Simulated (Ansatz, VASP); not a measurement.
## Ca: VASP beside Ansatz

File INCAR:

```
PREC = Accurate ; ENCUT = 520
EDIFF = 1E-7 ; ISMEAR = 0
SIGMA = 0.1 ; LREAL = F
LASPH = T ; NELM = 100
ALGO = Normal ; ISIF = 2
LWAVE = F ; LCHARG = F
GGA = PE ; NBANDS = 17
```

Contents of KPOINTS:

```
Automatic mesh
0
Gamma
  12 12 12
```

Contents of POSCAR:

```
Ca
1.0
   -3.5141764157      3.5141764157      1.9160901047
    3.5141764157     -3.5141764157      1.9160901047
    3.5141764157      3.5141764157     -1.9160901047
Ca
2
Direct
    0.7500000000      0.2500000000      0.5000000000
    0.0000000000      0.0000000000      0.0000000000
```

Input for Ansatz:

```yaml
crystal:
  lattice:
    - [-3.5141764157, 3.5141764157, 1.9160901047]
    - [3.5141764157, -3.5141764157, 1.9160901047]
    - [3.5141764157, 3.5141764157, -1.9160901047]
  atoms:
    - { symbol: Ca, position: [0.75, 0.25, 0.5] }
    - { symbol: Ca, position: [0.0, 0.0, 0.0] }
basis:
  ecutwfc: 420
kpoints:
  mp_grid: { grid: [12, 12, 12] }
hamiltonian:
  xc: pbe
scf:
  occupations: { method: gaussian, width: 0.1 }
output:
  forces: true
  stress: true
  eigenvalues: true
```

Alike in both runs: task single point; functional PBE; k mesh 12 × 12 × 12; occupations gaussian, width 0.1 eV; no spin polarisation.

```csv
,VASP,Ansatz
version,VASP 6.6.1,Ansatz 0.2.0
potentials or method,"VASP PAW PBE potentials, release 64 (Ca_sv), cutoff 520 eV","scalar-relativistic, plane waves, PAW"
valence electrons in the cell,20,20
```

```tsv
	VASP	Ansatz	Ansatz less VASP
gap on the k mesh at the Fermi level (eV)	none	none	-
pressure (GPa)	-1.1	-1.1	0.00
traceless stress, the component that is largest in VASP (GPa)	-0.29	-0.29	0.000
```

A gap of «none» marks a metal or a gap that the smearing closes.
